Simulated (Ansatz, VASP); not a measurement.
**V: VASP beside Ansatz**

Contents of INCAR:

```
SYSTEM = V
PREC = Accurate
ENCUT = 520
EDIFF = 1E-7
ISMEAR = 0
SIGMA = 0.15
LREAL = .False.
LASPH = .True.
NELM = 60
ALGO = Fast
ISIF = 2
LWAVE = .False.
LCHARG = .False.
GGA = PE
NBANDS = 20
```

File KPOINTS:

```
Automatic mesh
0
Gamma
  21 21 10
  0 0 0
```

Contents of POSCAR:

```
V
1.0
    2.7345088078      0.0000000000      0.0000000000
   -1.3672544039      2.3681540944      0.0000000000
    0.0000000000      0.0000000000      4.7233360000
V
2
Direct
    0.6666666667      0.3333333333      0.7500000000
    0.3333333333      0.6666666667      0.2500000000
```

Input for Ansatz:

```yaml
crystal:
  lattice:
    - [2.7345088078, 0.0, 0.0]
    - [-1.3672544039, 2.3681540944, 0.0]
    - [0.0, 0.0, 4.723336]
  atoms:
    - { symbol: V, position: [0.6666666667, 0.3333333333, 0.75] }
    - { symbol: V, position: [0.3333333333, 0.6666666667, 0.25] }
basis:
  ecutwfc: 420
kpoints:
  mp_grid: { grid: [21, 21, 10] }
hamiltonian:
  xc: pbe
scf:
  occupations: { method: gaussian, width: 0.15 }
output:
  forces: true
  stress: true
  eigenvalues: true
```

Change from the starting cell: strain +0.050 along x and y, +0.000 along z, atoms carried along.

Alike in both runs: task single point; functional PBE; k mesh 21 × 21 × 10; occupations gaussian, width 0.15 eV; no spin polarisation.

```csv
,VASP,Ansatz
version,VASP 6.6.1,Ansatz 0.2.0
potentials or method,"VASP PAW PBE potentials, release 64 (V_sv), cutoff 520 eV","scalar-relativistic, plane waves, PAW"
valence electrons in the cell,26,26
```

Ansatz gave:

| Quantity | Value |
| --- | --- |
| gap on the k mesh at the Fermi level (eV) | none |
| pressure (GPa) | -14.2 |
| traceless stress, the component that is largest in VASP (GPa) | 3.31 |

Q: Estimate VASP's values.

A: gap on the k mesh at the Fermi level (eV): none; pressure (GPa): -14.0; traceless stress, the component that is largest in VASP (GPa): 3.29.

A gap of «none» marks a metal or a gap that the smearing closes.
